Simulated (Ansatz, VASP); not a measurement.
## Zn4HO4: VASP beside Ansatz

INCAR

```
PREC = Accurate
ENCUT = 520
EDIFF = 1E-6
ISMEAR = 0
SIGMA = 0.05
LREAL = False
LASPH = True
NELM = 60
ALGO = Normal
ISIF = 2
LWAVE = False
LCHARG = True
GGA = PS
LELF = True
LVHAR = True
NBANDS = 46
```

Contents of KPOINTS:

```
regular mesh
0
Gamma
  4 4 8
```

POSCAR

```
Zn4HO4
1.0
    5.5148137916      0.0000000000      0.0000000000
    0.0000000000      5.5148137916      0.0000000000
    0.0000000000      0.0000000000      3.2430062931
Zn O H
4 4 1
Direct
    0.1820657240      0.1820657240      0.5000000000
    0.8179342760      0.8179342760      0.5000000000
    0.6820657240      0.3179342760      0.0000000000
    0.3179342760      0.6820657240      0.0000000000
    0.8180023132      0.1819976868      0.5000000000
    0.1819976868      0.8180023132      0.5000000000
    0.6819976868      0.6819976868      0.0000000000
    0.3180023132      0.3180023132      0.0000000000
    1.0000405349     -0.0180023132      0.1000000000
```

Input for Ansatz:

```yaml
crystal:
  lattice:
    - [5.5148137916, 0.0, 0.0]
    - [0.0, 5.5148137916, 0.0]
    - [0.0, 0.0, 3.2430062931]
  atoms:
    - { symbol: Zn, position: [0.182065724, 0.182065724, 0.5] }
    - { symbol: Zn, position: [0.817934276, 0.817934276, 0.5] }
    - { symbol: Zn, position: [0.682065724, 0.317934276, 0.0] }
    - { symbol: Zn, position: [0.317934276, 0.682065724, 0.0] }
    - { symbol: O, position: [0.8180023132, 0.1819976868, 0.5] }
    - { symbol: O, position: [0.1819976868, 0.8180023132, 0.5] }
    - { symbol: O, position: [0.6819976868, 0.6819976868, 0.0] }
    - { symbol: O, position: [0.3180023132, 0.3180023132, 0.0] }
    - { symbol: H, position: [1.0000405349, -0.0180023132, 0.1] }
basis:
  ecutwfc: 420
kpoints:
  mp_grid: { grid: [4, 4, 8] }
hamiltonian:
  xc: pbesol
  pseudopotentials: { kind: paw, azcp: { folder: soft_1 } }
scf:
  occupations: { method: gaussian, width: 0.05 }
output:
  forces: true
  stress: true
  eigenvalues: true
```

Alike in both runs: task single point; functional PBEsol; k mesh 4 × 4 × 8; occupations gaussian, width 0.05 eV; no spin polarisation.

|  | VASP | Ansatz |
| --- | --- | --- |
| version | VASP 6.6.1 | Ansatz 0.2.0 |
| potentials or method | VASP PAW PBE potentials, release 64 (Zn, O, H), cutoff 520 eV | scalar-relativistic, plane waves, PAW |
| valence electrons in the cell | 73 | 73 |

|  | VASP | Ansatz | Ansatz less VASP |
| --- | --- | --- | --- |
| gap on the k mesh at the Fermi level (eV) | none | none | - |
| pressure (GPa) | 5.0 | 4.1 | -0.91 |
| traceless stress, the component that is largest in VASP (GPa) | 0.68 | 0.54 | -0.139 |
| rms of the force components (eV/Å) | 0.240 | 0.235 | -0.0047 |

VASP's potentials were made for PBE, not for PBEsol, and Ansatz warns of the same on its side. Atom by atom the forces differ by 0.006 eV/Å (rms over components). A gap of «none» marks a metal or a gap that the smearing closes. With one functional, cell and mesh, what is left measures potentials, basis and numerics.
